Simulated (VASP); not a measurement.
# SnO in VASP: single point with PBE+D3(BJ)

Aim: the single point of SnO with PBE+D3(BJ).

Everything below comes from runs of VASP 6.6.1. Logs are shortened: lines on timing, memory, paths and dates and some standing lists are left out, and cuts for length are marked.

## Step 1: The cell of the first run

The cell holds a slab with vacuum, 8 atoms: a = 3.820 Å, b = 3.820 Å, c = 22.226 Å, α = 90.00°, β = 90.00°, γ = 90.00°.

## Step 2: Single point, PBE+D3(BJ) (layers slid over each other)

INCAR

```
SYSTEM = SnO
PREC = Accurate ; ENCUT = 520
EDIFF = 1E-6 ; ISMEAR = 0
SIGMA = 0.05 ; LREAL = .FALSE.
LASPH = .TRUE. ; NELM = 80
ALGO = Normal ; ISIF = 2
LWAVE = .FALSE. ; LCHARG = .TRUE.
LDIPOL = .TRUE. ; IDIPOL = 3
DIPOL = 0.5 0.5 0.408 ; GGA = PE
IVDW = 12 ; LELF = .TRUE.
LVHAR = .TRUE. ; LVACPOTAV = .TRUE.
NBANDS = 50
```

KPOINTS

```
regular mesh
0
G
  7 7 1
  0 0 0
```

POSCAR

```
SnO
1.0
    3.8201527101      0.0002954416      0.0000000000
   -0.0003145269      3.8201527086      0.0000000000
    0.0000000000      0.0000000000     22.2260751773
Sn O
4 4
Direct
    0.9999452874      0.9999452874      0.2024648960
    0.4999452874      0.4999452874      0.3087831537
    0.7499452874      0.7499452874      0.5067488299
    1.2499452874      1.2499452874      0.6130670876
    0.9999461031      0.4999461031      0.2556240249
    0.4999461031      0.9999461031      0.2556240249
    0.7499444717      1.2499444717      0.5599079587
    1.2499444717      0.7499444717      0.5599079587
```

Potentials or basis: VASP PAW PBE potentials, release 64 (Sn_d, O).

Started as:

```console
$ cat potpaw_PBE.64/Sn_d/POTCAR potpaw_PBE.64/O/POTCAR > POTCAR
$ mpirun -np 1 vasp_std > vasp.out
```

OUTCAR:

```text
SYSTEM = SnO
   PREC = Accurate
   ENCUT = 520
   EDIFF = 1E-6
   ISMEAR = 0
   LREAL = .FALSE.
   LASPH = .TRUE.
   NELM = 80
   ISIF = 2
   GGA = PE
   IVDW = 12
 IVDW          = 12

 ion  position               nearest neighbor table
   1  1.000  1.000  0.202-   6 2.25   5 2.25   6 2.25   5 2.25   2 3.59   2 3.59   2 3.59   2 3.59

   2  0.500  0.500  0.309-   5 2.25   6 2.25   5 2.25   6 2.25   1 3.59   1 3.59   1 3.59   1 3.59

   3  0.750  0.750  0.507-   8 2.25   7 2.25   8 2.25   7 2.25   4 3.59   4 3.59   4 3.59   4 3.59

   4  0.250  0.250  0.613-   7 2.25   8 2.25   7 2.25   8 2.25   3 3.59   3 3.59   3 3.59   3 3.59

   5  1.000  0.500  0.256-   2 2.25   1 2.25   2 2.25   1 2.25
   6  0.500  1.000  0.256-   2 2.25   1 2.25   2 2.25   1 2.25
   7  0.750  0.250  0.560-   3 2.25   4 2.25   3 2.25   4 2.25
   8  0.250  0.750  0.560-   3 2.25   4 2.25   3 2.25   4 2.25

  LATTYP: Found a simple tetragonal cell.
 ALAT       =     3.8201527215
 C/A-ratio  =     5.8181116823

  Lattice vectors:

 A1 = (   3.8201527101,   0.0002954416,   0.0000000000)
 A2 = (  -0.0003145269,   3.8201527086,   0.0000000000)
 A3 = (   0.0000000000,   0.0000000000,  22.2260751773)

Analysis of symmetry for initial positions (statically):
=====================================================================
 Subroutine PRICEL returns:
 Original cell was already a primitive cell.

 Routine SETGRP: Setting up the symmetry group for a
 simple tetragonal supercell.

 Subroutine GETGRP returns: Found  4 space group operations
 (whereof  2 operations were pure point group operations)
 out of a pool of 16 trial point group operations.

The static configuration has the point symmetry C_1h.
 The point group associated with its full space group is C_2h.

Analysis of symmetry for dynamics (positions and initial velocities):
=====================================================================
 Subroutine PRICEL returns:
 Original cell was already a primitive cell.

 Routine SETGRP: Setting up the symmetry group for a
 simple tetragonal supercell.

 Subroutine GETGRP returns: Found  4 space group operations
 (whereof  2 operations were pure point group operations)
 out of a pool of 16 trial point group operations.

The dynamic configuration has the point symmetry C_1h.
 The point group associated with its full space group is C_2h.

 Subroutine INISYM returns: Found  4 space group operations
 (whereof  2 operations are pure point group operations),
 and found     1 'primitive' translations

----------------------------------------------------------------------------------------

                                     Primitive cell

  volume of cell :     324.3577

  direct lattice vectors                    reciprocal lattice vectors
     3.820152710  0.000295442  0.000000000     0.261769638  0.000021552  0.000000000
    -0.000314527  3.820152709  0.000000000    -0.000020245  0.261769639  0.000000000
     0.000000000  0.000000000 22.226075177     0.000000000  0.000000000  0.044992199

  length of vectors
     3.820152722  3.820152722 22.226075177     0.261769639  0.261769639  0.044992199

  position of ions in fractional coordinates (direct lattice)
     0.999945287  0.999945287  0.202464896
     0.499945287  0.499945287  0.308783154
     0.749945287  0.749945287  0.506748830
     0.249945287  0.249945287  0.613067088
     0.999946103  0.499946103  0.255624025
     0.499946103  0.999946103  0.255624025
     0.749944472  0.249944472  0.559907959
     0.249944472  0.749944472  0.559907959

  ion indices of the primitive-cell ions
   primitive index   ion index
                 1           1
                 2           2
                 3           3
                 4           4
                 5           5
                 6           6
                 7           7
                 8           8

----------------------------------------------------------------------------------------

 KPOINTS: regular mesh

Automatic generation of k-mesh.
 Grid dimensions read from file:
 generate k-points for:    7    7    1

 Generating k-lattice:

  Cartesian coordinates                     Fractional coordinates (reciprocal lattice)
     0.037395663  0.000003079  0.000000000     0.142857143  0.000000000  0.000000000
    -0.000002892  0.037395663  0.000000000     0.000000000  0.142857143  0.000000000
     0.000000000  0.000000000  0.044992199     0.000000000  0.000000000  1.000000000

  Length of vectors
     0.037395663  0.037395663  0.044992199

  Shift w.r.t. Gamma in fractional coordinates (k-lattice)
     0.000000000  0.000000000  0.000000000

 Subroutine IBZKPT returns following result:
 ===========================================

 Found     16 irreducible k-points:

 Following reciprocal coordinates:
            Coordinates               Weight
  0.000000  0.000000  0.000000      1.000000
  0.142857  0.000000  0.000000      4.000000
  0.285714  0.000000  0.000000      4.000000
  0.428571  0.000000  0.000000      4.000000
  0.142857  0.142857  0.000000      2.000000
 -0.142857  0.142857  0.000000      2.000000
[... 8 lines left out ...]
  0.428571  0.428571  0.000000      2.000000
 -0.428571  0.428571  0.000000      2.000000
   k-points           NKPTS =     16   k-points in BZ     NKDIM =     16   number of bands    NBANDS=     50
   number of dos      NEDOS =    301   number of ions     NIONS =      8
   total plane-waves  NPLWV = 131712
   dimension x,y,z NGX =    28 NGY =   28 NGZ =  168
   dimension x,y,z NGXF=    56 NGYF=   56 NGZF=  336
   ions per type =               4   4
   NGX,Y,Z   is equivalent  to a cutoff of  12.19, 12.19, 12.57 a.u.
   NGXF,Y,Z  is equivalent  to a cutoff of  24.37, 24.37, 25.13 a.u.
 SYSTEM =  SnO
   PREC   = accura    normal or accurate (medium, high low for compatibility)
   ISTART =      0    job   : 0-new  1-cont  2-samecut
   ICHARG =      2    charge: 1-file 2-atom 10-const
   ISPIN  =      1    spin polarized calculation?
   LNONCOLLINEAR =      F non collinear calculations
   LSORBIT =      F    spin-orbit coupling
   LASPH  =      T    aspherical Exc in radial PAW
   ENCUT  =  520.0 eV  38.22 Ry    6.18 a.u.   7.10  7.10 41.33*2*pi/ulx,y,z
   NELM   =     80;   NELMIN=  2; NELMDL= -5     # of ELM steps
   EDIFF  = 0.1E-05   stopping-criterion for ELM
   LREAL  =      F    real-space projection
   EDIFFG = 0.1E-04   stopping-criterion for IOM
   NSW    =      0    number of steps for IOM
   IBRION =     -1    ionic relax: 0-MD 1-quasi-New 2-CG
   NFREE  =      0    steps in history (QN), initial steepest desc. (CG)
   ISIF   =      2    stress and relaxation
   ISYM   =      2    0-nonsym 1-usesym 2-fastsym
   POTIM  = 0.5000    time-step for ionic-motion
   TEBEG  =    0.0;   TEEND  =   0.0 temperature during run
   PSTRESS=    0.0 pullay stress
   NELECT =      80.0000    total number of electrons
   NUPDOWN=      -1.0000    fix difference up-down
   EMIN   =  10.00;   EMAX   =-10.00  energy-range for DOS
   EFERMI =   0.00;   METHOD = LEGACY
   ISMEAR =     0;   SIGMA  =   0.05  broadening in eV -4-tet -1-fermi 0-gaus
   EFERMI_NEDOS =   21; number of points for ismear=-14 and -15
   IALGO  =     38    algorithm
   IMIX   =      4    mixing-type and parameters
     AMIX     =   0.40;   BMIX     =  1.00
     AMIX_MAG =   1.60;   BMIX_MAG =  1.00
  volume/ion in A,a.u.               =      40.54       273.61
  Fermi-wavevector in a.u.,A,eV,Ry     =   1.026668  1.940121 14.341186  1.054047
  Thomas-Fermi vector in A             =   2.160573
   LORBIT       =      0    0 simple, 1 ext, 2 COOP (PROOUT), +10 PAW based schemes
   GGA     = PE    functional components
   LHFCALC =     F    Hartree Fock is set to
   AEXX    =    0.0000 exact exchange contribution
   IVDW    =    12    specifies the selected vdW correction
   LEPSILON=     F    determine dielectric tensor
   LRPA    =     F    only Hartree local field effects (RPA)
 non-spin polarized calculation
 Gauss-broadening in eV      SIGMA  =   0.05
  energy-cutoff  :      520.00
  volume of cell :      324.36
 maximum number of plane-waves:      8769
   NGX = 15   NGY = 15   NGZ = 83

 dipolmoment           0.000000      0.000000      0.000004 electrons x Angstroem

 number of electron      79.9999970 magnetization

 dipolmoment           0.000000      0.000000     -0.000000 electrons x Angstroem

 Free energy of the ion-electron system (eV)
  ---------------------------------------------------
  ext. energy  EPLUGINS =         0.00000000
  ---------------------------------------------------
  free energy    TOTEN  =       -45.16910519 eV

  energy without entropy =      -45.16910519  energy(sigma->0) =      -45.16910519

 E-fermi :   0.0053     XC(G=0):  -5.3440

 val. band max:       -0.2540953968   @ k =  -0.1429   0.1429   0.0000
 cond. band min:       2.3288029263   @ k =   0.0000   0.0000   0.0000
 fundamental gap:      2.5828983230
 Fermi energy:         0.0053287338

 k-point     1 :       0.0000    0.0000    0.0000
  band No.  band energies     occupation
      1     -21.0533      2.00000
      2     -21.0533      2.00000
      3     -20.6927      2.00000
      4     -20.6927      2.00000
      5     -20.6548      2.00000
      6     -20.6547      2.00000
[... 42 lines left out ...]
     49       5.1460      0.00000
     50       5.2115      0.00000

 k-point     2 :       0.1429    0.0000    0.0000
  band No.  band energies     occupation
      1     -21.0444      2.00000
      2     -21.0444      2.00000
      3     -20.6933      2.00000
      4     -20.6933      2.00000
      5     -20.6565      2.00000
      6     -20.6565      2.00000
[... 42 lines left out ...]
     49       5.3214      0.00000
     50       5.4911      0.00000

 k-point     3 :       0.2857    0.0000    0.0000
  band No.  band energies     occupation
      1     -21.0194      2.00000
      2     -21.0194      2.00000
      3     -20.7897      2.00000
      4     -20.7896      2.00000
      5     -20.6609      2.00000
      6     -20.6609      2.00000
[... 678 lines left out ...]
     49       5.9832      0.00000
     50       6.3601      0.00000

 k-point    16 :      -0.4286    0.4286    0.0000
  band No.  band energies     occupation
      1     -20.9941      2.00000
      2     -20.9940      2.00000
      3     -20.9803      2.00000
      4     -20.9800      2.00000
      5     -20.6595      2.00000
      6     -20.6595      2.00000
[... 42 lines left out ...]
     49       5.9787      0.00000
     50       6.4351      0.00000

------------------------ aborting loop because EDIFF is reached ----------------------------------------

 Edisp (eV)   -1.22223

 E8    (eV) :    -0.5403

  FORCE on cell =-STRESS in cart. coord.  units (eV):
  Direction    XX          YY          ZZ          XY          YZ          ZX
  --------------------------------------------------------------------------------------
  -------------------------------------------------------------------------------------
  Total       0.17233     0.17233    -0.07675     0.01636     0.12304     0.12302
  in kB       0.85123     0.85125    -0.37909     0.08082     0.60775     0.60765
  external pressure =        0.44 kB  Pullay stress =        0.00 kB

 VOLUME and BASIS-vectors are now :
 -----------------------------------------------------------------------------
  energy-cutoff  :      520.00
  volume of cell :      324.36
      direct lattice vectors                 reciprocal lattice vectors
     3.820152710  0.000295442  0.000000000     0.261769638  0.000021552  0.000000000
    -0.000314527  3.820152709  0.000000000    -0.000020245  0.261769639  0.000000000
     0.000000000  0.000000000 22.226075177     0.000000000  0.000000000  0.044992199

 POSITION                                       TOTAL-FORCE (eV/Angst)
 -----------------------------------------------------------------------------------
      3.81963      3.82024      4.50000        -0.002329     -0.002330     -0.084202
      1.90971      1.91002      6.86304        -0.010690     -0.010692      0.139551
      2.86467      2.86513     11.26304         0.010690      0.010692     -0.139551
      0.95475      0.95490     13.62608         0.002329      0.002330      0.084202
      3.81979      1.91017      5.68152        -0.012716      0.004695      0.005366
      1.90956      3.82009      5.68152         0.004697     -0.012715      0.005366
      2.86482      0.95505     12.44456        -0.004697      0.012715     -0.005366
      0.95459      2.86498     12.44456         0.012716     -0.004695     -0.005366
 -----------------------------------------------------------------------------------
    total drift:                               -0.000003     -0.000003     -0.000004

  FREE ENERGIE OF THE ION-ELECTRON SYSTEM (eV)
  ---------------------------------------------------
  free  energy   TOTEN  =       -46.3913338381 eV

  energy  without entropy=      -46.3913338381  energy(sigma->0) =      -46.39133384

 vacuum level on the upper side and lower side of the slab         4.929         4.929
```

It took 3.5 min on 1 thread of Intel Xeon 6975P-C (Granite Rapids), shared host; peak memory 0.44 GiB.

Results:

* Free energy: -46.3913 eV
* Largest force: 0.140 eV/Å
* Band gap on the k mesh: 2.58 eV (least direct gap 2.61 eV)
* Dispersion energy per atom: -0.153 eV

Forces in eV/Å, atoms in the order of the input:
```
Sn  -0.002 -0.002 -0.084
Sn  -0.011 -0.011  0.140
Sn   0.011  0.011 -0.140
Sn   0.002  0.002  0.084
O   -0.013  0.005  0.005
O    0.005 -0.013  0.005
O   -0.005  0.013 -0.005
O    0.013 -0.005 -0.005
```

Caveat: the cell differs from its parent crystal (layers slid over each other); spin-orbit coupling is left out, which moves the levels of the heavy elements.
